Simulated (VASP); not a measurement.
Here is a VASP 6.6.1 calculation.

POSCAR

```
CdTe
1.0
    0.0000000000      3.2799551162      3.2799551162
    3.2799551162      0.0000000000      3.2799551162
    3.2799551162      3.2799551162      0.0000000000
Cd Te
1 1
Direct
    0.0000000000      0.0000000000      0.0000000000
    0.2500000000      0.2500000000      0.2500000000
```

INCAR.step1

```
SYSTEM = CdTe
PREC = Accurate
ENCUT = 520
ISMEAR = 0
SIGMA = 0.01
LREAL = .FALSE.
LASPH = .TRUE.
NELM = 60
NBANDS = 16
GGA = PE
ALGO = Normal
EDIFF = 1E-4
LWAVE = .TRUE.
LCHARG = .FALSE.
```

The input INCAR.step2:

```
SYSTEM = CdTe
PREC = Accurate
ENCUT = 520
EDIFF = 1E-7
ISMEAR = 0
SIGMA = 0.01
LREAL = .FALSE.
LASPH = .TRUE.
NELM = 60
ALGO = Normal
ISIF = 2
LWAVE = .FALSE.
LCHARG = .FALSE.
METAGGA = R2SCAN
LMIXTAU = .TRUE.
NBANDS = 16
ISTART = 1
```

KPOINTS

```
Automatic mesh
0
G
  4 4 4
  0 0 0
```

Potentials or basis: VASP PAW PBE potentials, release 64 (Cd, Te).

The run is started by

```console
$ cat potpaw_PBE.64/Cd/POTCAR potpaw_PBE.64/Te/POTCAR > POTCAR
$ cp INCAR.step1 INCAR
$ mpirun -np 1 vasp_std > vasp.out
$ cp INCAR.step2 INCAR
$ mpirun -np 1 vasp_std > vasp.out
```

Estimate the band gap on the k mesh.

1.14 eV, direct.

What does it give for the pressure?

0.3 GPa.

Caveat: the PAW data sets were made with another functional, which shifts forces and pressure a little; spin-orbit coupling is left out, which moves the levels of the heavy elements. r2SCAN opens gaps a little over a GGA but as a rule still falls short of measured ones.
